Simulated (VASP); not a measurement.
# HC31N (a cell with a defect) in VASP: electric field gradients with PBE

Aim: the electric field gradients of HC31N (a cell with a defect) with PBE.

All numbers are computed with VASP 6.6.1; they aren't measurements. Logs are shortened: lines on timing, memory, paths and dates and some standing lists are left out, and cuts for length are marked.

### 1 The cell of the first run

The cell holds a defect, 33 atoms: a = 6.186 Å, b = 6.186 Å, c = 6.186 Å, α = 109.47°, β = 109.47°, γ = 109.47°.

### 2 Electric field gradients, PBE, collinear spin

INCAR

```
SYSTEM = HC31N
PREC = Accurate ; ENCUT = 520
EDIFF = 1E-8 ; ISMEAR = -1
SIGMA = 0.01 ; LREAL = .False.
LASPH = .True. ; NELM = 200
ALGO = Normal ; ISIF = 2
LWAVE = .False. ; LCHARG = .False.
ISPIN = 2 ; MAGMOM = 0.01 0.01 0.01 0.01 0.01 0.02 0 0.01 0.23 0.02 0.01 0 0.01 0.01 0.01 0 0 0.01 0 0.01 -0.01 0 0 0 -0.01 0.01 0.01 0 0 0.01 0 0.17 0
LORBIT = 11 ; NUPDOWN = 1.0
GGA = PE ; LEFG = .True.
NELECT = 131.0 ; NBANDS = 91
GGA_COMPAT = .False.
```

KPOINTS

```
Automatic mesh
0
Gamma
  2 2 2
  0.5 0.5 0.5
```

POSCAR

```
HC31N
1.0
   -3.5716218665      3.5716218665      3.5716218665
    3.5716218665     -3.5716218665      3.5716218665
    3.5716218665      3.5716218665     -3.5716218665
C N H
31 1 1
Direct
    0.0045232488     -0.0060831272      0.0033010202
    0.0007145575      0.2511727544      0.7394850008
    0.0040569320      0.5036002340      0.5012406857
    0.0021973767      0.7541760594      0.2540617566
    0.2538440145      0.0028484027      0.7498924400
    0.2519023150      0.2554743188      0.5021985296
    0.1828853193      0.4339523950      0.1816688197
    0.2552870200      0.7541621670      0.0009663872
    0.5003579264      0.0360894580      0.4991259606
    0.5034368196      0.2554689836      0.2506664256
    0.5024622855      0.5035981735      0.0028255072
    0.5138408505      0.7525220420      0.7546415130
    0.7511230604      0.0028509674      0.2526113145
    0.7407253514      0.2511763665     -0.0005062220
    0.7548814943      0.5038437772      0.7536539567
    0.7558938765      0.7525053888      0.5125905118
    0.0073883104      0.0010730756      0.7508423164
    0.0003815298      0.2525183523      0.4956120598
   -0.0063744967      0.5033448381      0.2510495875
    0.0023202767      0.7491697168      0.0011008772
    0.2537161887      0.0072862219      0.5010329823
    0.2535743970      0.2465708066      0.2523448286
    0.2522558969      0.5033235689     -0.0075971414
    0.2568218614      0.7538143085      0.7488416864
    0.5022661283      0.0072729031      0.2524720491
    0.4968605600      0.2525276789     -0.0008397197
    0.5048191790      0.5032421223      0.7554359724
    0.7520715486      0.0010747235      0.0061481954
    0.7473676420      0.2547133512      0.7461385959
    0.7566856250      0.5032353543      0.5035868015
    0.7500771217      0.7538264728      0.2556178774
    0.5353777522      0.7480602600      0.5341294055
    0.0139803018      0.2667744185      0.0127870939
```

Potentials or basis: VASP PAW PBE potentials, release 64 (C, N, H).

The run is started by

```
$ cat potpaw_PBE.64/C/POTCAR potpaw_PBE.64/N/POTCAR potpaw_PBE.64/H/POTCAR > POTCAR
$ mpirun -np 1 vasp_std > vasp.out
```

OUTCAR:

```text
SYSTEM = HC31N
   PREC = Accurate
   ENCUT = 520
   EDIFF = 1E-8
   ISMEAR = -1
   LREAL = .False.
   LASPH = .True.
   NELM = 200
   ISIF = 2
   ISPIN = 2
   LORBIT = 11
   NUPDOWN = 1.0
   GGA = PE
   NELECT = 131.0

 ion  position               nearest neighbor table
   1  0.005  0.994  0.003-  20 1.51  22 1.55  28 1.58  17 1.58
   2  0.001  0.251  0.739-  18 1.51  23 1.56  17 1.59  29 1.59
   3  0.004  0.504  0.501-  19 1.53  18 1.53  30 1.53  24 1.55
   4  0.002  0.754  0.254-  19 1.53  21 1.55  20 1.56  31 1.56
   5  0.254  0.003  0.750-  17 1.52  26 1.53  24 1.54  21 1.55
   6  0.252  0.255  0.502-  22 1.53  18 1.54  21 1.54  27 1.55
   7  0.183  0.434  0.182-  33 1.04  22 1.51  23 1.51  19 1.51
   8  0.255  0.754  0.001-  23 1.53  25 1.55  20 1.56  24 1.56
   9  0.500  0.036  0.499-  29 1.48  21 1.48  25 1.48
  10  0.503  0.255  0.251-  22 1.53  26 1.54  25 1.54  30 1.55
  11  0.502  0.504  0.003-  23 1.53  26 1.53  27 1.53  31 1.55
  12  0.514  0.753  0.755-  32 1.41  28 1.52  27 1.53  24 1.58
  13  0.751  0.003  0.253-  28 1.52  18 1.53  31 1.54  25 1.55
  14  0.741  0.251  0.999-  26 1.51  19 1.56  28 1.59  29 1.59
  15  0.755  0.504  0.754-  29 1.51  20 1.53  27 1.55  30 1.55
[... 14 lines left out ...]
  30  0.757  0.503  0.504-  16 1.53   3 1.53  15 1.55  10 1.55
  31  0.750  0.754  0.256-  13 1.54  11 1.55   4 1.56  16 1.58
  32  0.535  0.748  0.534-  12 1.41  16 1.41
  33  0.014  0.267  0.013-   7 1.04

  LATTYP: Found a body centered cubic cell.
 ALAT       =     7.1432437330

  Lattice vectors:

 A1 = (  -3.5716218665,   3.5716218665,   3.5716218665)
 A2 = (   3.5716218665,  -3.5716218665,   3.5716218665)
 A3 = (   3.5716218665,   3.5716218665,  -3.5716218665)

Analysis of symmetry for initial positions (statically):
=====================================================================
 Subroutine PRICEL returns:
 Original cell was already a primitive cell.

 Routine SETGRP: Setting up the symmetry group for a
 body centered cubic supercell.

 Subroutine GETGRP returns: Found  1 space group operations
 (whereof  1 operations were pure point group operations)
 out of a pool of 48 trial point group operations.

The static configuration has the point symmetry C_1 .

Analysis of symmetry for dynamics (positions and initial velocities):
=====================================================================
 Subroutine PRICEL returns:
 Original cell was already a primitive cell.

 Routine SETGRP: Setting up the symmetry group for a
 body centered cubic supercell.

 Subroutine GETGRP returns: Found  1 space group operations
 (whereof  1 operations were pure point group operations)
 out of a pool of 48 trial point group operations.

The dynamic configuration has the point symmetry C_1 .

Analysis of structural, dynamic, and magnetic symmetry:
=====================================================================
 Subroutine PRICEL returns:
 Original cell was already a primitive cell.

 Routine SETGRP: Setting up the symmetry group for a
 body centered cubic supercell.

 Subroutine GETGRP returns: Found  1 space group operations
 (whereof  1 operations were pure point group operations)
 out of a pool of 48 trial point group operations.

The overall configuration has the point symmetry C_1 .

 Subroutine INISYM returns: Found  1 space group operations
 (whereof  1 operations are pure point group operations),
 and found     1 'primitive' translations

----------------------------------------------------------------------------------------

                                     Primitive cell

  volume of cell :     182.2453

  direct lattice vectors                    reciprocal lattice vectors
    -3.571621867  3.571621867  3.571621867     0.000000000  0.139992423  0.139992423
     3.571621867 -3.571621867  3.571621867     0.139992423  0.000000000  0.139992423
     3.571621867  3.571621867 -3.571621867     0.139992423  0.139992423  0.000000000

  length of vectors
     6.186230538  6.186230538  6.186230538     0.197979184  0.197979184  0.197979184

  position of ions in fractional coordinates (direct lattice)
     0.004523249  0.993916873  0.003301020
     0.000714557  0.251172754  0.739485001
     0.004056932  0.503600234  0.501240686
     0.002197377  0.754176059  0.254061757
     0.253844014  0.002848403  0.749892440
[... 150 lines left out ...]
 NGX is ok and might be reduce to    48
   NGX = 23   NGY = 23   NGZ = 23

 number of electron     131.0000001 magnetization       0.9999993

 Free energy of the ion-electron system (eV)
  ---------------------------------------------------
  ext. energy  EPLUGINS =         0.00000000
  ---------------------------------------------------
  free energy    TOTEN  =      -272.97139229 eV

  energy without entropy =     -272.97139229  energy(sigma->0) =     -272.97139229

 E-fermi :  10.6953     XC(G=0): -13.3121

 val. band max:       13.1077649079   @ k =   0.2500  -0.2500   0.2500
 cond. band min:      13.5142785355   @ k =  -0.2500   0.2500   0.2500
 fundamental gap:      0.4065136276
 Fermi energy:        13.3949431306

 spin component 1

 k-point     1 :       0.2500    0.2500    0.2500
  band No.  band energies     occupation
      1     -10.8215      1.00000
      2     -10.5347      1.00000
      3     -10.3050      1.00000
      4     -10.1789      1.00000
      5      -7.6316      1.00000
      6      -6.5743      1.00000
[... 309 lines left out ...]
     76      16.7083      0.00000
     77      16.9332      0.00000
 Fermi energy:        10.6953398580

 spin component 2

 k-point     1 :       0.2500    0.2500    0.2500
  band No.  band energies     occupation
      1     -10.7720      1.00000
      2     -10.4815      1.00000
      3     -10.2813      1.00000
      4     -10.0972      1.00000
      5      -7.5189      1.00000
      6      -6.5185      1.00000
[... 309 lines left out ...]
     76      16.7663      0.00000
     77      16.9890      0.00000
 [bands above 77 left out]

------------------------ aborting loop because EDIFF is reached ----------------------------------------

  FORCE on cell =-STRESS in cart. coord.  units (eV):
  Direction    XX          YY          ZZ          XY          YZ          ZX
  --------------------------------------------------------------------------------------
  -------------------------------------------------------------------------------------
  Total       29.3598147     38.7809978     29.3597786     -0.8367785     -0.8292081      7.5375391
  in kB      258.1115760    340.9362270    258.1112585     -7.3563887     -7.2898348     66.2649306
  external PRESSURE =     285.7196872 kB  Pullay stress =       0.0000000 kB

 VOLUME and BASIS-vectors are now :
 -----------------------------------------------------------------------------
  energy-cutoff  :      520.00
  volume of cell :      182.25
      direct lattice vectors                 reciprocal lattice vectors
    -3.571621867  3.571621867  3.571621867     0.000000000  0.139992423  0.139992423
     3.571621867 -3.571621867  3.571621867     0.139992423  0.000000000  0.139992423
     3.571621867  3.571621867 -3.571621867     0.139992423  0.139992423  0.000000000

 POSITION                                       TOTAL-FORCE (eV/Angst)
 -----------------------------------------------------------------------------------
      3.54553     -3.52195      3.55426        -0.141001      0.001831     -0.138465
      3.53570      1.74662     -1.74151        -0.196528     -0.159439      0.160916
      3.57442      0.00606      0.02292        -0.007003      0.003903      0.114903
      3.59320     -1.77837      1.79407        -0.038223     -0.028149     -0.029505
      1.78187      3.57479     -1.76152        -0.035628      0.016827      0.026495
      1.80642      1.78091      0.01849         0.058742     -0.140378      0.020527
[... 25 lines left out ...]
      2.66733      1.14809      2.67625         0.092089     -0.424137      0.091985
      0.94856     -0.85721      0.95708         0.044206      0.077537      0.046654
 -----------------------------------------------------------------------------------
    total drift:                               -0.000555     -0.000409     -0.000969

  FREE ENERGIE OF THE ION-ELECTRON SYSTEM (eV)
  ---------------------------------------------------
  free  energy   TOTEN  =      -272.9713922910 eV

  energy  without entropy=     -272.9713922910  energy(sigma->0) =     -272.97139229

 Electric field gradients (V/A^2)
---------------------------------------------------------------------
 ion       V_xx      V_yy      V_zz      V_xy      V_xz      V_yz
---------------------------------------------------------------------
   1      -0.599     1.196    -0.597    -0.683    -7.014    -0.687
   2      -1.594    -0.193     1.786    -5.335     1.591     0.194
   3       0.001     0.082    -0.083     1.018     1.529     1.118
   4       0.425    -1.117     0.692    -0.464    -2.285     1.453
   5       0.699    -0.424    -0.275    -0.547     0.724    -2.006
   6       0.439     1.358    -1.797     0.858     0.195     2.327
[... 25 lines left out ...]
  32       4.394    -8.770     4.376   -23.236   -79.785   -23.226
  33      -0.154     0.301    -0.147    14.280    13.745    14.287
---------------------------------------------------------------------

 Electric field gradients after diagonalization (V/A^2)
 (convention: |V_zz| > |V_xx| > |V_yy|)
----------------------------------------------------------------------
 ion       V_xx      V_yy      V_zz     asymmetry (V_yy - V_xx)/ V_zz
----------------------------------------------------------------------
   1       6.416     1.301    -7.717       0.663
   2       4.776     1.712    -6.488       0.472
   3      -1.580    -0.871     2.450       0.289
   4      -2.279    -1.007     3.286       0.387
   5       2.200     0.161    -2.361       0.864
   6       2.887     0.159    -3.046       0.895
[... 25 lines left out ...]
  32      84.170     4.705   -88.875       0.894
  33     -14.318   -13.895    28.213       0.015
----------------------------------------------------------------------

           NMR quadrupolar parameters

 Cq : quadrupolar parameter    Cq=e*Q*V_zz/h
 eta: asymmetry parameters     (V_yy - V_xx)/ V_zz
 Q  : nuclear electric quadrupole moment in mb (millibarn)
----------------------------------------------------------------------
 ion       Cq(MHz)       eta       Q (mb)
----------------------------------------------------------------------
   1      -0.019       0.663       1.000
   2      -0.016       0.472       1.000
   3       0.006       0.289       1.000
   4       0.008       0.387       1.000
   5      -0.006       0.864       1.000
   6      -0.007       0.895       1.000
[... 25 lines left out ...]
  32      -0.215       0.894       1.000
  33       0.068       0.015       1.000
----------------------------------------------------------------------

 total charge

# of ion       s       p       d       tot
------------------------------------------
    1        0.841   1.742   0.000   2.583
    2        0.839   1.728   0.000   2.567
    3        0.834   1.770   0.000   2.604
    4        0.830   1.746   0.000   2.576
    5        0.834   1.769   0.000   2.603
    6        0.836   1.760   0.000   2.596
[... 25 lines left out ...]
   32        1.242   2.706   0.000   3.948
   33        0.767   0.104   0.000   0.872
--------------------------------------------------
tot         27.944  57.499   0.000  85.443

 magnetization (x)

# of ion       s       p       d       tot
------------------------------------------
    1        0.001   0.005   0.000   0.006
    2        0.002   0.006   0.000   0.008
    3        0.003   0.006   0.000   0.009
    4        0.002   0.005   0.000   0.006
    5        0.002   0.003   0.000   0.005
    6        0.006   0.010   0.000   0.016
[... 25 lines left out ...]
   32        0.034   0.160   0.000   0.194
   33        0.000   0.001   0.000   0.002
--------------------------------------------------
tot          0.119   0.504   0.000   0.623
```

Wall time 4 min (1 thread of Intel Xeon Platinum 8375C at 2.90GHz (Ice Lake), shared host); peak memory 0.45 GiB.

What came out:

```
Free energy                                           : -272.9714 eV
Largest force                                         : 0.636 eV/Å
Net moment                                            : 1.00 μB per cell
Site moments                                          : C +0.01, +0.02, +0.28, -0.00, +0.00, -0.01 (each value once); N +0.19; H +0.00 μB
Largest electric field gradient by atom               : C -7.7, -6.5, +2.5, +3.3, -2.4, -3.0, -28.5, -13.9, -5.4, -5.5, +5.4, -9.0, -4.1, +4.0, -6.3, -8.3, -4.7, +1.2, -5.0, -9.1, -12.3 (each value once); N -88.9; H +28.2 V/Å²
Valence electrons inside the program's atomic spheres : C 2.58, 2.57, 2.60, 2.71, 2.62, 2.59, 2.63, 2.61, 2.56 (each value once); N 3.95; H 0.87
```

Forces in eV/Å, atoms in the order of the input:
```
C   -0.141  0.002 -0.138
C   -0.197 -0.159  0.161
C   -0.007  0.004  0.115
C   -0.038 -0.028 -0.030
C   -0.036  0.017  0.026
C    0.059 -0.140  0.021
C    0.119  0.062  0.120
C   -0.028 -0.029 -0.038
C   -0.294  0.481 -0.293
C    0.022 -0.141  0.058
C    0.115  0.004 -0.006
C    0.134  0.001 -0.055
C    0.025  0.017 -0.037
C    0.163 -0.162 -0.197
C    0.102 -0.036  0.103
C   -0.048  0.001  0.133
C   -0.041  0.030  0.029
C    0.029  0.136 -0.110
C    0.132  0.021  0.047
C    0.004  0.003  0.006
C   -0.003  0.018 -0.127
C    0.013  0.077  0.014
C    0.045  0.020  0.136
C    0.014 -0.057 -0.018
C   -0.124  0.018 -0.004
C   -0.111  0.133  0.027
C   -0.043  0.039 -0.010
C    0.030  0.032 -0.042
C    0.000  0.009  0.000
C   -0.007  0.037 -0.046
C   -0.023 -0.060  0.016
N    0.092 -0.424  0.092
H    0.044  0.078  0.047
```

Electric field gradients, principal values (V/Å²):
| atom | least | middle | greatest (by size) |
| --- | --- | --- | --- |
| 1 C | 1.301 | 6.416 | -7.717 |
| 2 C | 1.712 | 4.776 | -6.488 |
| 3 C | -0.871 | -1.580 | 2.450 |
| 4 C | -1.007 | -2.279 | 3.286 |
| 5 C | 0.161 | 2.200 | -2.361 |
| 6 C | 0.159 | 2.887 | -3.046 |
| 7 C | 13.191 | 15.321 | -28.513 |
| 8 C | -1.005 | -2.282 | 3.287 |
| 9 C | 6.940 | 6.974 | -13.914 |
| 10 C | 0.156 | 2.887 | -3.043 |
| 11 C | -0.875 | -1.578 | 2.453 |
| 12 C | 0.002 | 5.402 | -5.404 |
| 13 C | 0.157 | 2.201 | -2.358 |
| 14 C | 1.717 | 4.774 | -6.491 |
| 15 C | 1.427 | 4.072 | -5.499 |
| 16 C | -0.011 | -5.404 | 5.414 |
| 17 C | 0.328 | 8.721 | -9.049 |
| 18 C | 1.122 | 2.970 | -4.092 |
| 19 C | -0.446 | -3.561 | 4.007 |
| 20 C | 0.206 | 6.106 | -6.312 |
| 21 C | 3.783 | 4.508 | -8.290 |
| 22 C | 1.211 | 3.526 | -4.737 |
| 23 C | -0.439 | -3.568 | 4.007 |
| 24 C | -0.314 | -0.840 | 1.154 |
| 25 C | 3.779 | 4.506 | -8.284 |
| 26 C | 1.124 | 2.974 | -4.098 |
| 27 C | 1.406 | 3.564 | -4.971 |
| 28 C | 0.332 | 8.719 | -9.050 |
| 29 C | 1.548 | 10.759 | -12.307 |
| 30 C | 1.394 | 3.571 | -4.966 |
| 31 C | -0.321 | -0.839 | 1.160 |
| 32 N | 4.705 | 84.170 | -88.875 |
| 33 H | -13.895 | -14.318 | 28.213 |

Caveat: the k points lie up to 0.62 Å⁻¹ apart; the cell carries a net charge on a neutralising background, which shifts energy and pressure; the cell is charged against a uniform background, so pressure and absolute levels hang on convention; without QUAD_EFG the Cq values of the log hold for a quadrupole moment of 1 mb, not for the nuclei; the total moment is fixed, so each spin has its own Fermi level and the state may be an excited one.
